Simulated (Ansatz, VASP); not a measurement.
**Tl in VASP and in Ansatz**

```xyz
1
Lattice="-1.8846 1.8846 1.8846 1.8846 -1.8846 1.8846 1.8846 1.8846 -1.8846" Properties=species:S:1:pos:R:3 pbc="T T T"
Tl    0.0000    0.0000    0.0000
```

Alike in both runs: functional LDA; k mesh 15 × 15 × 15; occupations fermi-dirac, width 0.05 eV; non-collinear spin, spin-orbit coupling.

Ansatz relaxed the structure, and its values are those at the end. VASP's run is a single point on that final structure, the one shown.

|  | VASP | Ansatz |
| --- | --- | --- |
| version | VASP 6.6.1 | Ansatz 0.2.0 |
| potentials or method | VASP PAW LDA potentials, release 64 (Tl_d) | PAW with Ansatz's default frozen-core files, fully relativistic files with spin-orbit coupling |
| plane-wave cutoff (eV) | 520 | 420 |
| valence electrons in the cell | 13 | 13 |

VASP gave:

```
pressure (GPa) : 0.4
```

Q: Which values does Ansatz return?

A: Pressure (GPa): 0.0.

LDA's correlation is that of Perdew and Zunger in VASP and of Perdew and Wang (1992) in Ansatz.
